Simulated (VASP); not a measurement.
Input of a VASP 6.6.1 run:

POSCAR

```
SnO2
1.0
    4.7605144913      0.0000000000      0.0000000000
    0.0000000000      4.7606977633      0.0000000000
    0.0000000000      0.0000000000      3.2000515029
Sn O
2 4
Direct
    0.5000000000      0.5000000000      0.5000000000
    0.0000000000      0.0000000000      0.0000000000
    0.3058348108      0.3059224605      0.0000000000
    0.8058348108      0.1940775395      0.5000000000
    0.1941651892      0.8059224605      0.5000000000
    0.6941651892      0.6940775395      0.0000000000
```

INCAR.step1

```
SYSTEM = SnO2
PREC = Accurate ; ENCUT = 520
ISMEAR = 0 ; SIGMA = 0.01
LREAL = .FALSE. ; LASPH = .TRUE.
NELM = 60 ; NBANDS = 35
GGA = PE ; ALGO = Normal
EDIFF = 1E-4 ; LWAVE = .TRUE.
LCHARG = .FALSE.
```

File INCAR.step2:

```
SYSTEM = SnO2
PREC = Accurate ; ENCUT = 520
EDIFF = 1E-6 ; ISMEAR = 0
SIGMA = 0.01 ; LREAL = .FALSE.
LASPH = .TRUE. ; NELM = 60
ALGO = Normal ; ISIF = 2
LWAVE = .FALSE. ; LCHARG = .FALSE.
METAGGA = R2SCAN ; LMIXTAU = .TRUE.
LUSE_VDW = .TRUE. ; IVDW_NL = 2
BPARAM = 11.95 ; CPARAM = 0.0093
NBANDS = 35 ; ISTART = 1
```

Contents of KPOINTS:

```
regular mesh
0
G
  4 4 6
  0 0 0
```

Potentials or basis: VASP PAW PBE potentials, release 64 (Sn_d, O).

Run with:

```console
$ cat potpaw_PBE.64/Sn_d/POTCAR potpaw_PBE.64/O/POTCAR > POTCAR
$ cp INCAR.step1 INCAR
$ mpirun -np 1 vasp_std > vasp.out
$ cp INCAR.step2 INCAR
$ mpirun -np 1 vasp_std > vasp.out
```

Problem. What does it give for the largest force?

Solution. 0.032 eV/Å.

Problem. Predict the pressure.

Solution. -0.2 GPa.

Problem. Predict the band gap on the k mesh.

Solution. 1.77 eV, direct.

Stress tensor (GPa, compression positive):
```
-0.47  0.00  0.00
 0.00 -0.47  0.00
 0.00  0.00  0.37
```

Caveat: the PAW data sets were made with another functional, which shifts forces and pressure a little; spin-orbit coupling is left out, which moves the levels of the heavy elements. r2SCAN opens gaps a little over a GGA but as a rule still falls short of measured ones.
